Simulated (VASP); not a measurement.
Crystal: Ir.

```
Ir
1.0
     0.00000    1.89861    1.89861
     1.89861    0.00000    1.89861
     1.89861    1.89861    0.00000
Ir
1
Cartesian
  0.0000 0.0000 0.0000
```

```yaml
Program: VASP 6.6.1
Task: relaxation of cell and atoms
Functional: PBE
Potentials_or_basis: VASP PAW PBE potentials, release 64 (Ir)
Cutoff: 500 eV
k_mesh: 8 × 8 × 8
Occupations: gaussian, width 0.1 eV
Spin: no spin polarisation
```

At the start: pressure 25.5 GPa; volume 13.69 Å³/atom.

Problem. Where does the relaxation end?

Solution. Over 4 steps the energy falls by 65.8 meV/atom and the volume is 14.58 Å³/atom (+6.5 %); space group Fm-3m (No. 225, to 0.05 Å).

Step by step:
```tsv
step	energy change (eV)	largest force (eV/Å)	pressure (GPa)	volume (Å³)
1	0.0000	0.0000	25.46	13.69
2	0.6199	0.0000	-43.67	18.47
3	-0.0650	0.0000	-2.40	14.67
4	-0.0658	0.0000	-0.25	14.58
```

Final structure:
```cif
data_structure
_symmetry_space_group_name_H-M 'P 1'
_symmetry_Int_Tables_number 1
_cell_length_a 2.7423
_cell_length_b 2.7423
_cell_length_c 2.7423
_cell_angle_alpha 60.000
_cell_angle_beta 60.000
_cell_angle_gamma 60.000
_cell_volume 14.58
loop_
_atom_site_label
_atom_site_type_symbol
_atom_site_fract_x
_atom_site_fract_y
_atom_site_fract_z
_atom_site_occupancy
Ir1 Ir 0.00000 0.00000 0.00000 1
```
